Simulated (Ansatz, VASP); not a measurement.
**Ag in VASP and in Ansatz**

```
Ag
1.0
     0.00000    2.04310    2.20655
     2.04310    0.00000    2.20655
     2.04310    2.04310    0.00000
Ag
1
Cartesian
  0.0000 0.0000 0.0000
```

Change from the starting cell: strain +0.000 along x and y, +0.080 along z, atoms carried along.

Alike in both runs: task single point; functional PBE; k mesh 20 × 20 × 20; occupations gaussian, width 0.15 eV; no spin polarisation.

```csv
,VASP,Ansatz
version,VASP 6.6.1,Ansatz 0.2.0
potentials or method,"VASP PAW PBE potentials, release 64 (Ag), cutoff 520 eV","scalar-relativistic, plane waves, PAW"
valence electrons in the cell,11,19
```

```tsv
	VASP	Ansatz	Ansatz less VASP
gap on the k mesh at the Fermi level (eV)	none	none	-
pressure (GPa)	-2.6	-2.5	+0.09
traceless stress, the component that is largest in VASP (GPa)	-2.01	-2.02	-0.011
```

A gap of «none» marks a metal or a gap that the smearing closes. VASP's potentials hold 11 valence electrons a cell and Ansatz's 19, so a difference there can come from the potentials and not from the codes.
